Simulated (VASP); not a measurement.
# Al2O3 (R-3c) in VASP: notebook

The runs below take Al2O3 through single point, with PBE.

All numbers are computed with VASP 6.6.1; they aren't measurements. Logs are shortened: lines on timing, memory, paths and dates and some standing lists are left out, and cuts for length are marked.

## Step 1: The cell of the first run

The structure is trigonal, space group R-3c (No. 167). The conventional cell has a = 5.049 Å, b = 5.049 Å, c = 12.795 Å, α = 90.00°, β = 90.00°, γ = 120.00°. Within 2.7 Å of Al (site symmetry 3) lie 6 O at 1.94 to 2.02 Å and 1 Al at 2.61 Å. Within 2.8 Å of O (site symmetry 2) lie 4 Al at 1.94 to 2.02 Å and 8 O at 2.64 to 2.76 Å.

## Step 2: Single point, PBE (strain +0.050 along x and y, -0.025 along z)

INCAR reads:

```
SYSTEM = Al2O3
PREC = Accurate
ENCUT = 520
EDIFF = 1E-7
ISMEAR = 0
SIGMA = 0.05
LREAL = .FALSE.
LASPH = .TRUE.
NELM = 100
ALGO = Normal
ISIF = 2
LWAVE = .FALSE.
LCHARG = .FALSE.
GGA = PE
NBANDS = 35
```

KPOINTS reads:

```
Automatic mesh
0
G
  6 6 6
  0 0 0
```

POSCAR reads:

```
Al2O3
1.0
    2.5245721467      1.4575624084      4.2651207610
   -2.5245721467      1.4575624084      4.2651207610
    0.0000000000     -2.9151248170      4.2651207609
Al O
4 6
Direct
    0.8521479318      0.8521479318      0.8521479318
    0.6478520682      0.6478520682      0.6478520682
    0.1478520682      0.1478520682      0.1478520682
    0.3521479318      0.3521479318      0.3521479318
    0.0561765927      0.4438234073      0.7500000000
    0.7500000000      0.0561765927      0.4438234073
    0.4438234073      0.7500000000      0.0561765927
    0.9438234073      0.5561765927      0.2500000000
    0.2500000000      0.9438234073      0.5561765927
    0.5561765927      0.2500000000      0.9438234073
```

Potentials or basis: VASP PAW PBE potentials, release 64 (Al, O).

Run with:

```bash
cat potpaw_PBE.64/Al/POTCAR potpaw_PBE.64/O/POTCAR > POTCAR
mpirun -np 1 vasp_std > vasp.out
```

OUTCAR:

```text
SYSTEM = Al2O3
   PREC = Accurate
   ENCUT = 520
   EDIFF = 1E-7
   ISMEAR = 0
   LREAL = .FALSE.
   LASPH = .TRUE.
   NELM = 100
   ISIF = 2
   GGA = PE

 ion  position               nearest neighbor table
   1  0.852  0.852  0.852-   8 1.94   9 1.94  10 1.94   6 2.02   7 2.02   5 2.02   2 2.61   3 2.95
                             3 2.95   3 2.95   2 3.35   2 3.35   2 3.35
   2  0.648  0.648  0.648-   8 1.94  10 1.94   9 1.94   7 2.02   6 2.02   5 2.02   1 2.61   4 2.95
                             4 2.95   4 2.95   1 3.35   1 3.35   1 3.35
   3  0.148  0.148  0.148-   5 1.94   6 1.94   7 1.94   9 2.02  10 2.02   8 2.02   4 2.61   1 2.95
                             1 2.95   1 2.95   4 3.35   4 3.35   4 3.35
   4  0.352  0.352  0.352-   5 1.94   7 1.94   6 1.94  10 2.02   9 2.02   8 2.02   3 2.61   2 2.95
                             2 2.95   2 2.95   3 3.35   3 3.35   3 3.35
   5  0.056  0.444  0.750-   3 1.94   4 1.94   1 2.02   2 2.02
   6  0.750  0.056  0.444-   3 1.94   4 1.94   1 2.02   2 2.02
   7  0.444  0.750  0.056-   4 1.94   3 1.94   2 2.02   1 2.02
   8  0.944  0.556  0.250-   1 1.94   2 1.94   3 2.02   4 2.02
   9  0.250  0.944  0.556-   1 1.94   2 1.94   3 2.02   4 2.02
  10  0.556  0.250  0.944-   2 1.94   1 1.94   4 2.02   3 2.02

  LATTYP: Found a trigonal (rhomboedric) cell.
 ALAT       =     5.1661598702
 COS(alpha) =     0.5223938777

  Lattice vectors:

 A1 = (   2.5245721467,   1.4575624084,   4.2651207610)
 A2 = (  -2.5245721467,   1.4575624084,   4.2651207610)
 A3 = (   0.0000000000,  -2.9151248170,   4.2651207609)

Analysis of symmetry for initial positions (statically):
=====================================================================
 Subroutine PRICEL returns:
 Original cell was already a primitive cell.

 Routine SETGRP: Setting up the symmetry group for a
 trigonal (rhombohedral) supercell.

 Subroutine GETGRP returns: Found 12 space group operations
 (whereof  6 operations were pure point group operations)
 out of a pool of 12 trial point group operations.

The static configuration has the point symmetry S_6 .
 The point group associated with its full space group is D_3d.

Analysis of symmetry for dynamics (positions and initial velocities):
=====================================================================
 Subroutine PRICEL returns:
 Original cell was already a primitive cell.

 Routine SETGRP: Setting up the symmetry group for a
 trigonal (rhombohedral) supercell.

 Subroutine GETGRP returns: Found 12 space group operations
 (whereof  6 operations were pure point group operations)
 out of a pool of 12 trial point group operations.

The dynamic configuration has the point symmetry S_6 .
 The point group associated with its full space group is D_3d.

 Subroutine INISYM returns: Found 12 space group operations
 (whereof  6 operations are pure point group operations),
 and found     1 'primitive' translations

----------------------------------------------------------------------------------------

                                     Primitive cell

  volume of cell :      94.1667

  direct lattice vectors                    reciprocal lattice vectors
     2.524572147  1.457562408  4.265120761     0.198053361  0.114346162  0.078153317
    -2.524572147  1.457562408  4.265120761    -0.198053361  0.114346162  0.078153317
     0.000000000 -2.915124817  4.265120761     0.000000000 -0.228692323  0.078153317

  length of vectors
     5.166159870  5.166159870  5.166159870     0.241677718  0.241677718  0.241677718

  position of ions in fractional coordinates (direct lattice)
     0.852147932  0.852147932  0.852147932
     0.647852068  0.647852068  0.647852068
     0.147852068  0.147852068  0.147852068
     0.352147932  0.352147932  0.352147932
     0.056176593  0.443823407  0.750000000
     0.750000000  0.056176593  0.443823407
     0.443823407  0.750000000  0.056176593
     0.943823407  0.556176593  0.250000000
     0.250000000  0.943823407  0.556176593
     0.556176593  0.250000000  0.943823407

  ion indices of the primitive-cell ions
   primitive index   ion index
                 1           1
                 2           2
                 3           3
                 4           4
                 5           5
                 6           6
                 7           7
                 8           8
                 9           9
                10          10

----------------------------------------------------------------------------------------

 KPOINTS: Automatic mesh

Automatic generation of k-mesh.
 Grid dimensions read from file:
 generate k-points for:    6    6    6

 Generating k-lattice:

  Cartesian coordinates                     Fractional coordinates (reciprocal lattice)
     0.033008894  0.019057694  0.013025553     0.166666667 -0.000000000  0.000000000
    -0.033008894  0.019057694  0.013025553    -0.000000000  0.166666667  0.000000000
     0.000000000 -0.038115387  0.013025553     0.000000000  0.000000000  0.166666667

  Length of vectors
     0.040279620  0.040279620  0.040279620

  Shift w.r.t. Gamma in fractional coordinates (k-lattice)
     0.000000000  0.000000000  0.000000000

 Subroutine IBZKPT returns following result:
 ===========================================

 Found     32 irreducible k-points:

 Following reciprocal coordinates:
            Coordinates               Weight
  0.000000  0.000000  0.000000      1.000000
  0.166667 -0.000000 -0.000000      6.000000
  0.333333 -0.000000 -0.000000      6.000000
  0.500000 -0.000000  0.000000      3.000000
  0.166667  0.166667 -0.000000      6.000000
  0.333333  0.166667  0.000000     12.000000
[... 16 lines left out ...]
  0.500000  0.500000  0.166667      6.000000
 -0.333333  0.500000  0.166667     12.000000
 [... further k-points ...]
   k-points           NKPTS =     32   k-points in BZ     NKDIM =     32   number of bands    NBANDS=     35
   number of dos      NEDOS =    301   number of ions     NIONS =     10
   total plane-waves  NPLWV =  64000
   dimension x,y,z NGX =    40 NGY =   40 NGZ =   40
   dimension x,y,z NGXF=    80 NGYF=   80 NGZF=   80
   ions per type =               4   6
   NGX,Y,Z   is equivalent  to a cutoff of  12.87, 12.87, 12.87 a.u.
   NGXF,Y,Z  is equivalent  to a cutoff of  25.74, 25.74, 25.74 a.u.
 SYSTEM =  Al2O3
   PREC   = accura    normal or accurate (medium, high low for compatibility)
   ISTART =      0    job   : 0-new  1-cont  2-samecut
   ICHARG =      2    charge: 1-file 2-atom 10-const
   ISPIN  =      1    spin polarized calculation?
   LNONCOLLINEAR =      F non collinear calculations
   LSORBIT =      F    spin-orbit coupling
   LASPH  =      T    aspherical Exc in radial PAW
   ENCUT  =  520.0 eV  38.22 Ry    6.18 a.u.   9.61  9.61  9.61*2*pi/ulx,y,z
   NELM   =    100;   NELMIN=  2; NELMDL= -5     # of ELM steps
   EDIFF  = 0.1E-06   stopping-criterion for ELM
   LREAL  =      F    real-space projection
   EDIFFG = 0.1E-05   stopping-criterion for IOM
   NSW    =      0    number of steps for IOM
   IBRION =     -1    ionic relax: 0-MD 1-quasi-New 2-CG
   NFREE  =      0    steps in history (QN), initial steepest desc. (CG)
   ISIF   =      2    stress and relaxation
   ISYM   =      2    0-nonsym 1-usesym 2-fastsym
   POTIM  = 0.5000    time-step for ionic-motion
   TEBEG  =    0.0;   TEEND  =   0.0 temperature during run
   PSTRESS=    0.0 pullay stress
   NELECT =      48.0000    total number of electrons
   NUPDOWN=      -1.0000    fix difference up-down
   EMIN   =  10.00;   EMAX   =-10.00  energy-range for DOS
   EFERMI =   0.00;   METHOD = LEGACY
   ISMEAR =     0;   SIGMA  =   0.05  broadening in eV -4-tet -1-fermi 0-gaus
   EFERMI_NEDOS =   21; number of points for ismear=-14 and -15
   IALGO  =     38    algorithm
   IMIX   =      4    mixing-type and parameters
     AMIX     =   0.40;   BMIX     =  1.00
     AMIX_MAG =   1.60;   BMIX_MAG =  1.00
  volume/ion in A,a.u.               =       9.42        63.55
  Fermi-wavevector in a.u.,A,eV,Ry     =   1.307744  2.471278 23.268607  1.710194
  Thomas-Fermi vector in A             =   2.438458
   LORBIT       =      0    0 simple, 1 ext, 2 COOP (PROOUT), +10 PAW based schemes
   GGA     = PE    functional components
   LHFCALC =     F    Hartree Fock is set to
   AEXX    =    0.0000 exact exchange contribution
   IVDW    =     0    specifies the selected vdW correction
   LEPSILON=     F    determine dielectric tensor
   LRPA    =     F    only Hartree local field effects (RPA)
 non-spin polarized calculation
 Gauss-broadening in eV      SIGMA  =   0.05
  energy-cutoff  :      520.00
  volume of cell :       94.17
 maximum number of plane-waves:      2563
 NGX is ok and might be reduce to    40
   NGX = 19   NGY = 19   NGZ = 19

 number of electron      47.9999999 magnetization

 Free energy of the ion-electron system (eV)
  ---------------------------------------------------
  ext. energy  EPLUGINS =         0.00000000
  ---------------------------------------------------
  free energy    TOTEN  =       -74.10130365 eV

  energy without entropy =      -74.10130365  energy(sigma->0) =      -74.10130365

 E-fermi :   5.7408     XC(G=0): -11.1998

 val. band max:        5.4396406458   @ k =   0.0000   0.0000   0.0000
 cond. band min:       9.8519964297   @ k =   0.0000   0.0000   0.0000
 fundamental gap:      4.4123557840
 Fermi energy:         5.7408346998

 k-point     1 :       0.0000    0.0000    0.0000
  band No.  band energies     occupation
      1     -13.4305      2.00000
      2     -11.3096      2.00000
      3     -11.3096      2.00000
      4     -11.2036      2.00000
      5     -10.9837      2.00000
      6     -10.9837      2.00000
[... 27 lines left out ...]
     34      16.9412      0.00000
     35      18.7964      0.00000
[... 843 lines left out ...]
      5     -11.0673      2.00000
      6     -10.9107      2.00000
[... 27 lines left out ...]
     34      17.5333      0.00000
     35      17.7593      0.00000

 [... further k-points ...]

------------------------ aborting loop because EDIFF is reached ----------------------------------------

  FORCE on cell =-STRESS in cart. coord.  units (eV):
  Direction    XX          YY          ZZ          XY          YZ          ZX
  --------------------------------------------------------------------------------------
  -------------------------------------------------------------------------------------
  Total      -13.9136304    -13.9136304      1.5288542      0.0000000     -0.0000000      0.0000000
  in kB     -236.7301194   -236.7301194     26.0123214      0.0000000     -0.0000000      0.0000000
  external PRESSURE =    -149.1493058 kB  Pullay stress =       0.0000000 kB

 VOLUME and BASIS-vectors are now :
 -----------------------------------------------------------------------------
  energy-cutoff  :      520.00
  volume of cell :       94.17
      direct lattice vectors                 reciprocal lattice vectors
     2.524572147  1.457562408  4.265120761     0.198053361  0.114346162  0.078153317
    -2.524572147  1.457562408  4.265120761    -0.198053361  0.114346162  0.078153317
     0.000000000 -2.915124817  4.265120761     0.000000000 -0.228692323  0.078153317

 POSITION                                       TOTAL-FORCE (eV/Angst)
 -----------------------------------------------------------------------------------
      0.00000     -0.00000     10.90354        -0.000000     -0.000000      0.465171
      0.00000     -0.00000      8.28950        -0.000000      0.000000     -0.465171
      0.00000     -0.00000      1.89182        -0.000000      0.000000     -0.465171
      0.00000     -0.00000      4.50586        -0.000000     -0.000000      0.465171
     -0.97864     -1.45756      5.33140        -0.242438      0.000000     -0.000000
      1.75161     -0.11875      5.33140         0.121219     -0.209958     -0.000000
     -0.77296      1.57631      5.33140         0.121219      0.209958      0.000000
      0.97864      1.45756      7.46396         0.242438     -0.000000     -0.000000
     -1.75161      0.11875      7.46396        -0.121219      0.209958      0.000000
      0.77296     -1.57631      7.46396        -0.121219     -0.209958     -0.000000
 -----------------------------------------------------------------------------------
    total drift:                               -0.000000     -0.000000      0.000000

  FREE ENERGIE OF THE ION-ELECTRON SYSTEM (eV)
  ---------------------------------------------------
  free  energy   TOTEN  =       -74.1013036516 eV

  energy  without entropy=      -74.1013036516  energy(sigma->0) =      -74.10130365
```

Run time: 70 s. Hardware: 1 thread of Intel Xeon 6975P-C (Granite Rapids), shared host; peak memory 0.26 GiB.

What came out:

```
Free energy            : -74.1013 eV
Pressure               : -14.9 GPa
Largest force          : 0.465 eV/Å
Band gap on the k mesh : 4.41 eV
```

Forces on the atoms (eV/Å):
```
Al   0.000  0.000  0.465
Al   0.000  0.000 -0.465
Al   0.000  0.000 -0.465
Al   0.000  0.000  0.465
O   -0.242  0.000  0.000
O    0.121 -0.210  0.000
O    0.121  0.210  0.000
O    0.242  0.000  0.000
O   -0.121  0.210  0.000
O   -0.121 -0.210  0.000
```

Stress tensor (GPa, compression positive):
```
-23.67   0.00   0.00
  0.00 -23.67   0.00
  0.00   0.00   2.60
```

Levels at points of the mesh, in eV from the valence-band top:
```csv
k point,band 22,band 23,band 24,band 25,band 26,band 27
"(0.00, 0.00, 0.00)",-0.59,-0.59,0.00,4.41,7.48,9.24
"(0.50, 0.00, 0.00)",-1.05,-0.45,-0.45,7.73,7.73,8.27
"(0.50, 0.50, 0.00)",-1.25,-0.79,-0.43,8.06,8.07,8.16
"(0.50, 0.50, 0.50)",-0.89,-0.89,-0.89,6.91,6.91,9.96
```

Caveat: the cell differs from its parent crystal (strain +0.050 along x and y, -0.025 along z); the cell stands under tension.

## Step 3: Single point, PBE (strain +0.025 along x and y, +0.025 along z)

INCAR reads:

```
PREC     = Accurate       # precision mode
ENCUT    = 520            # plane-wave cutoff, eV
EDIFF    = 1E-6           # SCF threshold, eV
ISMEAR   = 0              # smearing method
SIGMA    = 0.05           # smearing width, eV
LREAL    = F              # projectors in reciprocal space
LASPH    = T              # aspherical terms in the spheres
NELM     = 80             # most SCF steps
ALGO     = Normal         # electronic algorithm
ISIF     = 2              # what is computed and relaxed
LWAVE    = F              # write WAVECAR
LCHARG   = T              # write CHGCAR
GGA      = PE             # functional
LELF     = T              # ELF
LVHAR    = T            
NBANDS   = 35             # bands
```

KPOINTS reads:

```
Automatic mesh
0
Gamma
  6 6 6
```

Edit POSCAR of step 2 so:

```diff
@@ -2,5 +2,5 @@
 1.0
-    2.5245721467      1.4575624084      4.2651207610
-   -2.5245721467      1.4575624084      4.2651207610
-    0.0000000000     -2.9151248170      4.2651207609
+    2.4644632860      1.4228585415      4.4838449026
+   -2.4644632860      1.4228585415      4.4838449026
+    0.0000000000     -2.8457170833      4.4838449025
 Al O
```

Potentials or basis: VASP PAW PBE potentials, release 64 (Al, O).

Run with:

```bash
cat potpaw_PBE.64/Al/POTCAR potpaw_PBE.64/O/POTCAR > POTCAR
mpirun -np 1 vasp_std > vasp.out
```

Run time: 65 s. Hardware: 1 thread of Intel Xeon 6975P-C (Granite Rapids), shared host; peak memory 0.26 GiB.

The run converged. Its results:

- Free energy: -74.4863 eV
- Pressure: -14.9 GPa
- Largest force: 0.069 eV/Å
- Band gap on the k mesh: 4.96 eV

Forces on the atoms (eV/Å):
```
Al   0.000  0.000  0.033
Al   0.000  0.000 -0.033
Al   0.000  0.000 -0.033
Al   0.000  0.000  0.033
O   -0.069  0.000  0.000
O    0.034 -0.060  0.000
O    0.034  0.060  0.000
O    0.069  0.000  0.000
O   -0.034  0.060  0.000
O   -0.034 -0.060  0.000
```

Stress tensor (GPa, compression positive):
```
-15.23   0.00   0.00
  0.00 -15.23   0.00
  0.00   0.00 -14.17
```

Levels at points of the mesh, in eV from the valence-band top:
| k point | band 22 | band 23 | band 24 | band 25 | band 26 | band 27 |
| --- | --- | --- | --- | --- | --- | --- |
| (0.00, 0.00, 0.00) | -0.02 | -0.02 | 0.00 | 4.96 | 8.34 | 9.45 |
| (0.50, 0.00, 0.00) | -0.75 | -0.20 | -0.20 | 8.26 | 8.26 | 8.67 |
| (0.50, 0.50, 0.00) | -0.79 | -0.61 | -0.19 | 8.42 | 8.80 | 9.07 |
| (0.50, 0.50, 0.50) | -0.30 | -0.30 | -0.30 | 7.55 | 7.55 | 10.18 |

Caveat: the cell differs from its parent crystal (strain +0.025 along x and y, +0.025 along z); the cell stands under tension.
